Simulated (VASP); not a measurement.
Runs of VASP 6.6.1 on Sb. The structure is that of space group P6_3/mmc (No. 194), or close to it. The cells are those of the table. This isn't the form of Sb at room conditions, which is rhombohedral.

```csv
level,potentials or basis,cell,k mesh,cutoff (eV),grid for exact exchange (PRECFOCK),share of exact exchange,screening parameter,gap on the mesh (eV),pressure (GPa)
r2SCAN-based global hybrid with 25 % exact exchange,"VASP PAW PBE potentials, release 64 (Sb)","a = 3.355, b = 3.355, c = 5.470 Å, angles 90.0, 90.0, 120.0°, 2 atoms",5 × 5 × 3,520,Normal,0.25,-,none,-3.6
PBE-based screened hybrid with 15 % exact exchange,"VASP PAW PBE potentials, release 64 (Sb)","a = 3.355, b = 3.355, c = 5.470 Å, angles 90.0, 90.0, 120.0°, 2 atoms",5 × 5 × 3,520,Normal,0.15,0.2 1/Å,none,-1.5
PBE0,"VASP PAW PBE potentials, release 64 (Sb)","a = 3.399, b = 3.399, c = 5.542 Å, angles 90.0, 90.0, 120.0°, 2 atoms",4 × 4 × 4,520,Normal,0.25,-,none,-5.5
r2SCAN-based global hybrid with 35 % exact exchange,"VASP PAW PBE potentials, release 64 (Sb)","a = 3.355, b = 3.355, c = 5.470 Å, angles 90.0, 90.0, 120.0°, 2 atoms",5 × 5 × 3,520,Normal,0.35,-,none,-5.2
PBE0,"VASP PAW PBE potentials, release 64 (Sb)","a = 3.355, b = 3.355, c = 5.470 Å, angles 90.0, 90.0, 120.0°, 2 atoms",6 × 6 × 4,520,Normal,0.25,-,none,-1.7
PBE0,"VASP PAW PBE potentials, release 64 (Sb)","a = 3.332, b = 3.332, c = 5.433 Å, angles 90.0, 90.0, 120.0°, 2 atoms",4 × 4 × 4,520,Normal,0.25,-,none,-1.8
PBE-based screened hybrid with 30 % exact exchange,"VASP PAW PBE potentials, release 64 (Sb)","a = 3.355, b = 3.355, c = 5.470 Å, angles 90.0, 90.0, 120.0°, 2 atoms",5 × 5 × 3,520,Normal,0.3,0.2 1/Å,none,(b)
r2SCAN,"VASP PAW PBE potentials, release 64 (Sb)","a = 3.355, b = 3.355, c = 5.470 Å, angles 90.0, 90.0, 120.0°, 2 atoms",5 × 5 × 3,520,-,-,-,none,(a)
BLYP,"VASP PAW PBE potentials, release 64 (Sb_d_GW)","a = 4.293, b = 4.293, c = 4.152 Å, angles 90.0, 90.0, 120.0°, 2 atoms",9 × 9 × 5,500,-,-,-,none,0.0
r2SCAN-based global hybrid with 10 % exact exchange,"VASP PAW PBE potentials, release 64 (Sb)","a = 3.355, b = 3.355, c = 5.470 Å, angles 90.0, 90.0, 120.0°, 2 atoms",5 × 5 × 3,520,Normal,0.1,-,none,-1.7
```

Alike in all rows: no spin polarisation; smearing fermi-dirac 0.05 eV.

Question: Estimate the missing entries.

Answer: (a) -0.4; (b) -3.8.

Caveats: some runs use coarse meshes; the PAW data sets were made with another functional, which shifts forces and pressure a little; spin-orbit coupling is left out, which moves the levels of the heavy elements.

A k mesh can miss the band edges, and the runs leave out spin-orbit coupling on Sb.

A gap of «none» marks levels without a gap at the run's occupations.

The runs don't all hold the same shells in valence.
